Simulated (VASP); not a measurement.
# PbI2 (P-3m1) in VASP: a series of runs

PbI2 is run at these levels: PBEsol; tasks: single point, relaxation of cell and atoms.

Program: VASP 6.6.1. These are calculated values, not measurements. Logs are shortened: lines on timing, memory, paths and dates and some standing lists are left out, and cuts for length are marked.

## 1. The cell of the first run

It takes space group P-3m1 (No. 164, trigonal). Conventional cell: a = 4.545 Å, b = 4.545 Å, c = 7.065 Å, α = 90.00°, β = 90.00°, γ = 120.00°. Pb (site symmetry -3m) has 6 I at 3.22 Å within 4.2 Å. I (site symmetry 3m) has 3 Pb at 3.22 Å and 3 I at 4.25 Å within 4.3 Å.

## 2. Single point, PBEsol

Contents of INCAR:

```
SYSTEM = PbI2
PREC = Accurate
ENCUT = 500
EDIFF = 1E-6
ISMEAR = 0
SIGMA = 0.02
LREAL = .False.
LASPH = .True.
NELM = 120
ALGO = Normal
ISIF = 2
LWAVE = .False.
LCHARG = .False.
GGA = PS
NBANDS = 21
GGA_COMPAT = .False.
```

Contents of KPOINTS:

```
Automatic mesh
0
Gamma
  9 9 4
  0 0 0
```

Contents of POSCAR:

```
PbI2
1.0
    4.5452125535      0.0000000000      0.0000000000
   -2.2726062768      3.9362695370      0.0000000000
    0.0000000000      0.0000000000      7.0651541109
Pb I
1 2
Direct
    0.0000000000      0.0000000000      0.0000000000
    0.3333333333      0.6666666667      0.2632513231
    0.6666666667      0.3333333333      0.7367486769
```

Potentials or basis: VASP PAW PBE potentials, release 64 (Pb_d, I).

The run is started by

```bash
cat potpaw_PBE.64/Pb_d/POTCAR potpaw_PBE.64/I/POTCAR > POTCAR
mpirun -np 1 vasp_std > vasp.out
```

OUTCAR:

```text
SYSTEM = PbI2
   PREC = Accurate
   ENCUT = 500
   EDIFF = 1E-6
   ISMEAR = 0
   LREAL = .False.
   LASPH = .True.
   NELM = 120
   ISIF = 2
   GGA = PS

 ion  position               nearest neighbor table
   1  0.000  0.000  0.000-   2 3.22   3 3.22   3 3.22   2 3.22   3 3.22   2 3.22
   2  0.333  0.667  0.263-   1 3.22   1 3.22   1 3.22
   3  0.667  0.333  0.737-   1 3.22   1 3.22   1 3.22

  LATTYP: Found a hexagonal cell.
 ALAT       =     4.5452125535
 C/A-ratio  =     1.5544166588

  Lattice vectors:

 A1 = (   4.5452125535,   0.0000000000,   0.0000000000)
 A2 = (  -2.2726062768,   3.9362695370,   0.0000000000)
 A3 = (   0.0000000000,   0.0000000000,   7.0651541109)

Analysis of symmetry for initial positions (statically):
=====================================================================
 Subroutine PRICEL returns:
 Original cell was already a primitive cell.

 Routine SETGRP: Setting up the symmetry group for a
 hexagonal supercell.

 Subroutine GETGRP returns: Found 12 space group operations
 (whereof 12 operations were pure point group operations)
 out of a pool of 24 trial point group operations.

The static configuration has the point symmetry D_3d.

Analysis of symmetry for dynamics (positions and initial velocities):
=====================================================================
 Subroutine PRICEL returns:
 Original cell was already a primitive cell.

 Routine SETGRP: Setting up the symmetry group for a
 hexagonal supercell.

 Subroutine GETGRP returns: Found 12 space group operations
 (whereof 12 operations were pure point group operations)
 out of a pool of 24 trial point group operations.

The dynamic configuration has the point symmetry D_3d.

 Subroutine INISYM returns: Found 12 space group operations
 (whereof 12 operations are pure point group operations),
 and found     1 'primitive' translations

----------------------------------------------------------------------------------------

                                     Primitive cell

  volume of cell :     126.4040

  direct lattice vectors                    reciprocal lattice vectors
     4.545212553  0.000000000  0.000000000     0.220011713  0.127023822  0.000000000
    -2.272606277  3.936269537  0.000000000     0.000000000  0.254047643  0.000000000
     0.000000000  0.000000000  7.065154111     0.000000000  0.000000000  0.141539729

  length of vectors
     4.545212553  4.545212554  7.065154111     0.254047643  0.254047643  0.141539729

  position of ions in fractional coordinates (direct lattice)
     0.000000000  0.000000000  0.000000000
     0.333333333  0.666666667  0.263251323
     0.666666667  0.333333333  0.736748677

  ion indices of the primitive-cell ions
   primitive index   ion index
                 1           1
                 2           2
                 3           3

----------------------------------------------------------------------------------------

 KPOINTS: Automatic mesh

Automatic generation of k-mesh.
 Grid dimensions read from file:
 generate k-points for:    9    9    4

 Generating k-lattice:

  Cartesian coordinates                     Fractional coordinates (reciprocal lattice)
     0.024445746  0.014113758  0.000000000     0.111111111  0.000000000  0.000000000
     0.000000000  0.028227516  0.000000000     0.000000000  0.111111111  0.000000000
     0.000000000  0.000000000  0.035384932     0.000000000  0.000000000  0.250000000

  Length of vectors
     0.028227516  0.028227516  0.035384932

  Shift w.r.t. Gamma in fractional coordinates (k-lattice)
     0.000000000  0.000000000  0.000000000

 Subroutine IBZKPT returns following result:
 ===========================================

 Found     43 irreducible k-points:

 Following reciprocal coordinates:
            Coordinates               Weight
  0.000000  0.000000  0.000000      1.000000
  0.111111  0.000000  0.000000      6.000000
  0.222222  0.000000  0.000000      6.000000
  0.333333  0.000000  0.000000      6.000000
  0.444444  0.000000  0.000000      6.000000
  0.111111  0.111111  0.000000      6.000000
[... 16 lines left out ...]
  0.222222  0.111111  0.250000     12.000000
 -0.111111  0.333333  0.250000     12.000000
 [... further k-points ...]
   k-points           NKPTS =     43   k-points in BZ     NKDIM =     43   number of bands    NBANDS=     21
   number of dos      NEDOS =    301   number of ions     NIONS =      3
   total plane-waves  NPLWV =  69984
   dimension x,y,z NGX =    36 NGY =   36 NGZ =   54
   dimension x,y,z NGXF=    72 NGYF=   72 NGZF=  108
   ions per type =               1   2
   NGX,Y,Z   is equivalent  to a cutoff of  13.17, 13.17, 12.71 a.u.
   NGXF,Y,Z  is equivalent  to a cutoff of  26.33, 26.33, 25.41 a.u.
 SYSTEM =  PbI2
   PREC   = accura    normal or accurate (medium, high low for compatibility)
   ISTART =      0    job   : 0-new  1-cont  2-samecut
   ICHARG =      2    charge: 1-file 2-atom 10-const
   ISPIN  =      1    spin polarized calculation?
   LNONCOLLINEAR =      F non collinear calculations
   LSORBIT =      F    spin-orbit coupling
   LASPH  =      T    aspherical Exc in radial PAW
   ENCUT  =  500.0 eV  36.75 Ry    6.06 a.u.   8.29  8.29 12.88*2*pi/ulx,y,z
   NELM   =    120;   NELMIN=  2; NELMDL= -5     # of ELM steps
   EDIFF  = 0.1E-05   stopping-criterion for ELM
   LREAL  =      F    real-space projection
   EDIFFG = 0.1E-04   stopping-criterion for IOM
   NSW    =      0    number of steps for IOM
   IBRION =     -1    ionic relax: 0-MD 1-quasi-New 2-CG
   NFREE  =      0    steps in history (QN), initial steepest desc. (CG)
   ISIF   =      2    stress and relaxation
   ISYM   =      2    0-nonsym 1-usesym 2-fastsym
   POTIM  = 0.5000    time-step for ionic-motion
   TEBEG  =    0.0;   TEEND  =   0.0 temperature during run
   PSTRESS=    0.0 pullay stress
   NELECT =      28.0000    total number of electrons
   NUPDOWN=      -1.0000    fix difference up-down
   EMIN   =  10.00;   EMAX   =-10.00  energy-range for DOS
   EFERMI =   0.00;   METHOD = LEGACY
   ISMEAR =     0;   SIGMA  =   0.02  broadening in eV -4-tet -1-fermi 0-gaus
   EFERMI_NEDOS =   21; number of points for ismear=-14 and -15
   IALGO  =     38    algorithm
   IMIX   =      4    mixing-type and parameters
     AMIX     =   0.40;   BMIX     =  1.00
     AMIX_MAG =   1.60;   BMIX_MAG =  1.00
  volume/ion in A,a.u.               =      42.13       284.34
  Fermi-wavevector in a.u.,A,eV,Ry     =   0.990544  1.871858 13.349740  0.981178
  Thomas-Fermi vector in A             =   2.122222
   LORBIT       =      0    0 simple, 1 ext, 2 COOP (PROOUT), +10 PAW based schemes
   GGA     = PS    functional components
   LHFCALC =     F    Hartree Fock is set to
   AEXX    =    0.0000 exact exchange contribution
   IVDW    =     0    specifies the selected vdW correction
   LEPSILON=     F    determine dielectric tensor
   LRPA    =     F    only Hartree local field effects (RPA)
 non-spin polarized calculation
 Gauss-broadening in eV      SIGMA  =   0.02
  energy-cutoff  :      500.00
  volume of cell :      126.40
 maximum number of plane-waves:      3224
 NGX is ok and might be reduce to    36
   NGX = 17   NGY = 17   NGZ = 25

 number of electron      28.0000003 magnetization

 Free energy of the ion-electron system (eV)
  ---------------------------------------------------
  ext. energy  EPLUGINS =         0.00000000
  ---------------------------------------------------
  free energy    TOTEN  =        -9.33830568 eV

  energy without entropy =       -9.33830568  energy(sigma->0) =       -9.33830568

 E-fermi :   2.6098     XC(G=0):  -8.2723

 val. band max:        2.4664442918   @ k =   0.0000   0.0000   0.5000
 cond. band min:       4.6188013885   @ k =   0.0000   0.0000   0.5000
 fundamental gap:      2.1523570967
 Fermi energy:         2.6098401567

 k-point     1 :       0.0000    0.0000    0.0000
  band No.  band energies     occupation
      1     -13.5545      2.00000
      2     -13.5545      2.00000
      3     -13.5385      2.00000
      4     -13.5303      2.00000
      5     -13.5303      2.00000
      6      -9.7585      2.00000
[... 13 lines left out ...]
     20      10.2606      0.00000
     21      10.3070      0.00000

 k-point     2 :       0.1111    0.0000    0.0000
  band No.  band energies     occupation
      1     -13.5593      2.00000
      2     -13.5529      2.00000
      3     -13.5371      2.00000
      4     -13.5313      2.00000
      5     -13.5296      2.00000
      6      -9.7015      2.00000
[... 13 lines left out ...]
     20       9.7001      0.00000
     21      10.3627      0.00000

 k-point     3 :       0.2222    0.0000    0.0000
  band No.  band energies     occupation
      1     -13.5723      2.00000
      2     -13.5498      2.00000
      3     -13.5358      2.00000
      4     -13.5306      2.00000
      5     -13.5269      2.00000
      6      -9.5432      2.00000
[... 13 lines left out ...]
     20      10.0448      0.00000
     21      10.5719      0.00000

 k-point     4 :       0.3333    0.0000    0.0000
  band No.  band energies     occupation
      1     -13.5874      2.00000
      2     -13.5481      2.00000
      3     -13.5379      2.00000
      4     -13.5258      2.00000
      5     -13.5219      2.00000
      6      -9.3257      2.00000
[... 13 lines left out ...]
     20      10.5696      0.00000
     21      11.2314      0.00000

 k-point     5 :       0.4444    0.0000    0.0000
  band No.  band energies     occupation
      1     -13.5973      2.00000
      2     -13.5477      2.00000
      3     -13.5394      2.00000
      4     -13.5224      2.00000
      5     -13.5179      2.00000
      6      -9.1351      2.00000
[... 13 lines left out ...]
     20      11.1728      0.00000
     21      12.0378      0.00000
[... 382 lines left out ...]
     20      10.6904      0.00000
     21      11.1086      0.00000

 k-point    22 :       0.1111    0.1111    0.2500
  band No.  band energies     occupation
      1     -13.5674      2.00000
      2     -13.5517      2.00000
      3     -13.5346      2.00000
      4     -13.5327      2.00000
      5     -13.5275      2.00000
      6      -9.5367      2.00000
[... 13 lines left out ...]
     20       9.7520      0.00000
     21      10.1185      0.00000

 k-point    23 :       0.2222    0.1111    0.2500
  band No.  band energies     occupation
      1     -13.5798      2.00000
      2     -13.5512      2.00000
      3     -13.5352      2.00000
      4     -13.5301      2.00000
      5     -13.5230      2.00000
      6      -9.3548      2.00000
[... 13 lines left out ...]
     20      10.2386      0.00000
     21      10.8480      0.00000

 k-point    24 :      -0.1111    0.3333    0.2500
  band No.  band energies     occupation
      1     -13.5799      2.00000
      2     -13.5512      2.00000
      3     -13.5352      2.00000
      4     -13.5301      2.00000
      5     -13.5230      2.00000
      6      -9.3555      2.00000
[... 13 lines left out ...]
     20       9.9480      0.00000
     21      10.2181      0.00000

 [... further k-points ...]
[... 5 lines left out ...]
  --------------------------------------------------------------------------------------
  -------------------------------------------------------------------------------------
  Total       -0.0215610     -0.0215610     -0.0026895      0.0000000     -0.0000000      0.0000000
  in kB       -0.2732863     -0.2732863     -0.0340899      0.0000000     -0.0000000      0.0000000
  external PRESSURE =      -0.1935542 kB  Pullay stress =       0.0000000 kB

 VOLUME and BASIS-vectors are now :
 -----------------------------------------------------------------------------
  energy-cutoff  :      500.00
  volume of cell :      126.40
      direct lattice vectors                 reciprocal lattice vectors
     4.545212553  0.000000000  0.000000000     0.220011713  0.127023822  0.000000000
    -2.272606277  3.936269537  0.000000000     0.000000000  0.254047643  0.000000000
     0.000000000  0.000000000  7.065154111     0.000000000  0.000000000  0.141539729

 POSITION                                       TOTAL-FORCE (eV/Angst)
 -----------------------------------------------------------------------------------
      0.00000      0.00000      0.00000        -0.000000      0.000000      0.000000
     -0.00000      2.62418      1.85991         0.000000     -0.000000      0.000973
      2.27261      1.31209      5.20524        -0.000000      0.000000     -0.000973
 -----------------------------------------------------------------------------------
    total drift:                               -0.000000     -0.000000     -0.000000

  FREE ENERGIE OF THE ION-ELECTRON SYSTEM (eV)
  ---------------------------------------------------
  free  energy   TOTEN  =        -9.3383056757 eV

  energy  without entropy=       -9.3383056757  energy(sigma->0) =       -9.33830568
```

Wall time 2.8 min (1 thread of Oxide Virtual Turin-like, shared host); peak memory 0.27 GiB.

Results:

```
Free energy            : -9.3383 eV
Pressure               : 0.0 GPa
Band gap on the k mesh : 2.15 eV
```

Caveat: the PAW data sets were made with another functional, which shifts forces and pressure a little; spin-orbit coupling is left out, which moves the levels of the heavy elements; this functional lacks dispersion, which binds layers or chains, so the pressure and a relaxed spacing across them are unreliable. A k mesh can miss the band edges.

(Continued in part 2 of 2.)
